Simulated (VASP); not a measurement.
Runs of VASP 6.6.1 on BiSe4. The structure is that of space group Im-3m (No. 229), or close to it. The cells are those of the table. The cell was generated, and may not be a known phase.

```tsv
task	cell	k mesh	cutoff (eV)	gap on the mesh (eV)	pressure (GPa)	relaxed volume (Å³/atom)
relaxation of cell and atoms	relaxed from a = 5.713 Å, angles 109.5°, 5 atoms	4 × 4 × 4	600	none	0.0	(a)
single point	a = 5.820 Å, angles 109.5°, 5 atoms	4 × 4 × 4	520	none	-0.1	-
single point	a = 5.802 Å, angles 109.5°, 5 atoms	8 × 8 × 8	520	none	0.0	-
single point	a = 5.713 Å, angles 109.5°, 5 atoms	4 × 4 × 4	520	none	2.7	-
relaxation of cell and atoms	relaxed from a = 5.820 Å, angles 109.5°, 5 atoms	8 × 8 × 8	600	none	0.0	30.09
```

Alike in all rows: level PBE; potentials or basis VASP PAW PBE potentials, release 64 (Bi_d, Se); no spin polarisation; smearing gaussian 0.1 eV.

Problem. Estimate the missing entries.

Solution. (a) 30.30.

Caveats: spin-orbit coupling is left out, which moves the levels of the heavy elements.

A k mesh can miss the band edges, and the runs leave out spin-orbit coupling on Bi, Se.

A gap of «none» marks levels without a gap at the run's occupations.
